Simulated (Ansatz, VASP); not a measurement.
# One calculation of KI, two programs

```xyz
2
Lattice="0.0000 3.5443 3.5443 3.5443 0.0000 3.5443 3.5443 3.5443 0.0000" Properties=species:S:1:pos:R:3 pbc="T T T"
K     0.0000    0.0000    0.0000
I     3.5443    3.5443    3.5443
```

Alike in both runs: task single point; functional PBE-based screened hybrid; k mesh 4 × 4 × 4; no spin polarisation.

|  | VASP | Ansatz |
| --- | --- | --- |
| version | VASP 6.6.1 | Ansatz 0.2.0 |
| potentials or method | VASP PAW PBE potentials, release 64 (K_sv, I) | plane waves |
| plane-wave cutoff (eV) | 520 | 420 |
| occupations | gaussian, width 0.01 eV | fixed |
| valence electrons in the cell | 16 | 26 |

```tsv
	VASP	Ansatz	Ansatz less VASP
gap on the k mesh at the Fermi level (eV)	5.54	5.56	+0.013
pressure (GPa)	0.2	0.2	+0.01
```

VASP's potentials were made for PBE, not for PBE-based screened hybrid. VASP's potentials hold 16 valence electrons a cell and Ansatz's 26, so a difference there can come from the potentials and not from the codes. Ansatz's warnings: stress exchange threshold loose, stress scf threshold loose.

Neither program's run includes spin-orbit coupling.
